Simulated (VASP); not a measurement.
# Ti2Ge (Fm-3m) in VASP: single point with PBE

Aim: the single point of Ti2Ge with PBE.

Everything below comes from runs of VASP 6.6.1. Logs are shortened: lines on timing, memory, paths and dates and some standing lists are left out, and cuts for length are marked.

## Step 1: The cell of the first run

The structure is cubic, space group Fm-3m (No. 225). The conventional cell has a = 6.143 Å, b = 6.143 Å, c = 6.143 Å, α = 90.00°, β = 90.00°, γ = 90.00°. Within 3.5 Å of Ti (site symmetry -43m) lie 4 Ge at 2.66 Å and 6 Ti at 3.07 Å. Ge (site symmetry m-3m) has 8 Ti at 2.66 Å within 3.5 Å.

The cell was generated, and may not be a known phase.

## Step 2: Single point, PBE

INCAR

```
SYSTEM = Ti2Ge
PREC     = Accurate       ! precision mode
ENCUT    = 620            ! plane-wave cutoff, eV
EDIFF    = 1E-6           ! SCF threshold, eV
ISMEAR   = 0              ! smearing method
SIGMA    = 0.1            ! smearing width, eV
LREAL    = .False.        ! projectors in reciprocal space
LASPH    = .True.         ! aspherical terms in the spheres
NELM     = 300            ! most SCF steps
ALGO     = All            ! electronic algorithm
ISIF     = 2              ! what is computed and relaxed
LWAVE    = .False.        ! write WAVECAR
LCHARG   = .False.        ! write CHGCAR
GGA      = PE             ! functional
NBANDS   = 26             ! bands
GGA_COMPAT= .False.      
ISEARCH  = 1            
KPAR     = 4
```

KPOINTS

```
Automatic mesh
0
Gamma
  6 6 6
  0 0 0
```

POSCAR

```
Ti2Ge
1.0
    0.0000000000      3.0714740000      3.0714740000
    3.0714740000      0.0000000000      3.0714740000
    3.0714740000      3.0714740000      0.0000000000
Ti Ge
2 1
Direct
    0.7500000000      0.7500000000      0.7500000000
    0.2500000000      0.2500000000      0.2500000000
    0.0000000000      0.0000000000      0.0000000000
```

Potentials or basis: VASP PAW PBE potentials, release 64 (Ti_sv, Ge_d).

The run is started by

```
$ cat potpaw_PBE.64/Ti_sv/POTCAR potpaw_PBE.64/Ge_d/POTCAR > POTCAR
$ mpirun -np 4 vasp_std > vasp.out
```

OUTCAR:

```text
SYSTEM = Ti2Ge
   PREC = Accurate
   ENCUT = 620
   EDIFF = 1E-6
   ISMEAR = 0
   LREAL = .False.
   LASPH = .True.
   NELM = 300
   ISIF = 2
   GGA = PE

 ion  position               nearest neighbor table
   1  0.750  0.750  0.750-   3 2.66   3 2.66   3 2.66   3 2.66
   2  0.250  0.250  0.250-   3 2.66   3 2.66   3 2.66   3 2.66
   3  0.000  0.000  0.000-   1 2.66   1 2.66   1 2.66   1 2.66   2 2.66   2 2.66   2 2.66   2 2.66

  LATTYP: Found a face centered cubic cell.
 ALAT       =     6.1429480000

  Lattice vectors:

 A1 = (   0.0000000000,   3.0714740000,   3.0714740000)
 A2 = (   3.0714740000,   0.0000000000,   3.0714740000)
 A3 = (   3.0714740000,   3.0714740000,   0.0000000000)

Analysis of symmetry for initial positions (statically):
=====================================================================
 Subroutine PRICEL returns:
 Original cell was already a primitive cell.

 Routine SETGRP: Setting up the symmetry group for a
 face centered cubic supercell.

 Subroutine GETGRP returns: Found 48 space group operations
 (whereof 48 operations were pure point group operations)
 out of a pool of 48 trial point group operations.

The static configuration has the point symmetry O_h .

Analysis of symmetry for dynamics (positions and initial velocities):
=====================================================================
 Subroutine PRICEL returns:
 Original cell was already a primitive cell.

 Routine SETGRP: Setting up the symmetry group for a
 face centered cubic supercell.

 Subroutine GETGRP returns: Found 48 space group operations
 (whereof 48 operations were pure point group operations)
 out of a pool of 48 trial point group operations.

The dynamic configuration has the point symmetry O_h .

 Subroutine INISYM returns: Found 48 space group operations
 (whereof 48 operations are pure point group operations),
 and found     1 'primitive' translations

----------------------------------------------------------------------------------------

                                     Primitive cell

  volume of cell :      57.9523

  direct lattice vectors                    reciprocal lattice vectors
     0.000000000  3.071474000  3.071474000    -0.162788290  0.162788290  0.162788290
     3.071474000  0.000000000  3.071474000     0.162788290 -0.162788290  0.162788290
     3.071474000  3.071474000  0.000000000     0.162788290  0.162788290 -0.162788290

  length of vectors
     4.343720187  4.343720187  4.343720187     0.281957589  0.281957589  0.281957589

[... 72 lines left out ...]
   NELM   =    300;   NELMIN=  2; NELMDL= -5     # of ELM steps
   EDIFF  = 0.1E-05   stopping-criterion for ELM
   LREAL  =      F    real-space projection
   EDIFFG = 0.1E-04   stopping-criterion for IOM
   NSW    =      0    number of steps for IOM
   IBRION =     -1    ionic relax: 0-MD 1-quasi-New 2-CG
   NFREE  =      0    steps in history (QN), initial steepest desc. (CG)
   ISIF   =      2    stress and relaxation
   ISYM   =      2    0-nonsym 1-usesym 2-fastsym
   POTIM  = 0.5000    time-step for ionic-motion
   TEBEG  =    0.0;   TEEND  =   0.0 temperature during run
   PSTRESS=    0.0 pullay stress
   NELECT =      38.0000    total number of electrons
   NUPDOWN=      -1.0000    fix difference up-down
   EMIN   =  10.00;   EMAX   =-10.00  energy-range for DOS
   EFERMI =   0.00;   METHOD = LEGACY
   ISMEAR =     0;   SIGMA  =   0.10  broadening in eV -4-tet -1-fermi 0-gaus
   EFERMI_NEDOS =   21; number of points for ismear=-14 and -15
   IALGO  =     58    algorithm
   IMIX   =      4    mixing-type and parameters
     AMIX     =   0.40;   BMIX     =  1.00
     AMIX_MAG =   1.60;   BMIX_MAG =  1.00
  volume/ion in A,a.u.               =      19.32       130.36
  Fermi-wavevector in a.u.,A,eV,Ry     =   1.422261  2.687683 27.522209  2.022825
  Thomas-Fermi vector in A             =   2.542983
   LORBIT       =      0    0 simple, 1 ext, 2 COOP (PROOUT), +10 PAW based schemes
   GGA     = PE    functional components
   LHFCALC =     F    Hartree Fock is set to
   AEXX    =    0.0000 exact exchange contribution
   IVDW    =     0    specifies the selected vdW correction
   LEPSILON=     F    determine dielectric tensor
   LRPA    =     F    only Hartree local field effects (RPA)
 non-spin polarized calculation
 Gauss-broadening in eV      SIGMA  =   0.10
  energy-cutoff  :      620.00
  volume of cell :       57.95
 maximum number of plane-waves:      2085
   NGX = 17   NGY = 17   NGZ = 17

 number of electron      38.0000014 magnetization

 Free energy of the ion-electron system (eV)
  ---------------------------------------------------
  ext. energy  EPLUGINS =         0.00000000
  ---------------------------------------------------
  free energy    TOTEN  =       -20.97789139 eV

  energy without entropy =      -20.95354087  energy(sigma->0) =      -20.96571613

 E-fermi :   6.7669     XC(G=0): -10.8872

 val. band max:        6.7499413888   @ k =  -0.3333   0.3333   0.1667
 cond. band min:       6.8032157395   @ k =  -0.3333   0.1667   0.0000
 fundamental gap:      0.0532743508
 Fermi energy:         6.7669093930

 k-point     1 :       0.0000    0.0000    0.0000
  band No.  band energies     occupation
      1     -50.2380      2.00000
      2     -50.1746      2.00000
      3     -26.5544      2.00000
      4     -26.5544      2.00000
      5     -26.5544      2.00000
      6     -26.3862      2.00000
[... 453 lines left out ...]
     25       8.7878      0.00000
     26       9.9418      0.00000

------------------------ aborting loop because EDIFF is reached ----------------------------------------

  FORCE on cell =-STRESS in cart. coord.  units (eV):
  Direction    XX          YY          ZZ          XY          YZ          ZX
  --------------------------------------------------------------------------------------
  -------------------------------------------------------------------------------------
  Total       -1.7106465     -1.7106465     -1.7106465      0.0000000      0.0000000      0.0000000
  in kB      -47.2933771    -47.2933771    -47.2933771      0.0000000      0.0000000      0.0000000
  external PRESSURE =     -47.2933771 kB  Pullay stress =       0.0000000 kB

 VOLUME and BASIS-vectors are now :
 -----------------------------------------------------------------------------
  energy-cutoff  :      620.00
  volume of cell :       57.95
      direct lattice vectors                 reciprocal lattice vectors
     0.000000000  3.071474000  3.071474000    -0.162788290  0.162788290  0.162788290
     3.071474000  0.000000000  3.071474000     0.162788290 -0.162788290  0.162788290
     3.071474000  3.071474000  0.000000000     0.162788290  0.162788290 -0.162788290

 POSITION                                       TOTAL-FORCE (eV/Angst)
 -----------------------------------------------------------------------------------
      4.60721      4.60721      4.60721        -0.000000     -0.000000     -0.000000
      1.53574      1.53574      1.53574         0.000000      0.000000      0.000000
      0.00000      0.00000      0.00000         0.000000      0.000000      0.000000
 -----------------------------------------------------------------------------------
    total drift:                                0.000000      0.000000      0.000000

  FREE ENERGIE OF THE ION-ELECTRON SYSTEM (eV)
  ---------------------------------------------------
  free  energy   TOTEN  =       -20.9778913890 eV

  energy  without entropy=      -20.9535402739  energy(sigma->0) =      -20.96571583
```

OSZICAR:

```text
N       E                     dE             d eps       ncg     rms           ort
DAV:   1     0.421989460239E+03    0.42199E+03   -0.21670E+04   416   0.348E+03
DAV:   2     0.409458545704E+02   -0.38104E+03   -0.37442E+03   416   0.694E+02
DAV:   3    -0.175238575401E+02   -0.58470E+02   -0.57580E+02   416   0.193E+02
DAV:   4    -0.240121244046E+02   -0.64883E+01   -0.64133E+01   416   0.559E+01
DAV:   5    -0.243237463041E+02   -0.31162E+00   -0.31135E+00   416   0.898E+00
SDA:   6    -0.140219315405E+02    0.10302E+02   -0.31135E+00   416   0.407E+02   0.000E+00
CGA:   7    -0.192302351163E+02   -0.52083E+01   -0.51858E+01   416   0.593E+01  -0.278E-01
CGA:   8    -0.205786469118E+02   -0.13484E+01   -0.13537E+01   416   0.125E+01  -0.104E+00
CGA:   9    -0.208097372430E+02   -0.23109E+00   -0.23106E+00   416   0.460E+00  -0.251E-02
CGA:  10    -0.209221309794E+02   -0.11239E+00   -0.11250E+00   416   0.134E+00  -0.158E-02
CGA:  11    -0.209549719876E+02   -0.32841E-01   -0.32865E-01   416   0.513E-01  -0.543E-03
CGA:  12    -0.209669855495E+02   -0.12014E-01   -0.12013E-01   416   0.175E-01   0.230E-04
[... 16 lines left out ...]
CGA:  29    -0.209778905568E+02   -0.12047E-05   -0.12623E-05   416   0.176E-05  -0.238E-06
CGA:  30    -0.209778913890E+02   -0.83220E-06   -0.82931E-06   416   0.144E-05   0.294E-07
   1 F= -.20977891E+02 E0= -.20965716E+02  d E =-.243511E-01
```

It took 19 s on 4 MPI ranks of Intel Xeon Platinum 8488C (Sapphire Rapids), shared host; peak memory 0.23 GiB.

Results:

```
Free energy            : -20.9779 eV
Pressure               : -4.7 GPa
Band gap on the k mesh : zero (bands 19 and 20 overlap by 0.52 eV)
```

Caveat: the cell stands under tension.

The gap in the log of VASP goes by the Fermi energy; the results here count the filled bands.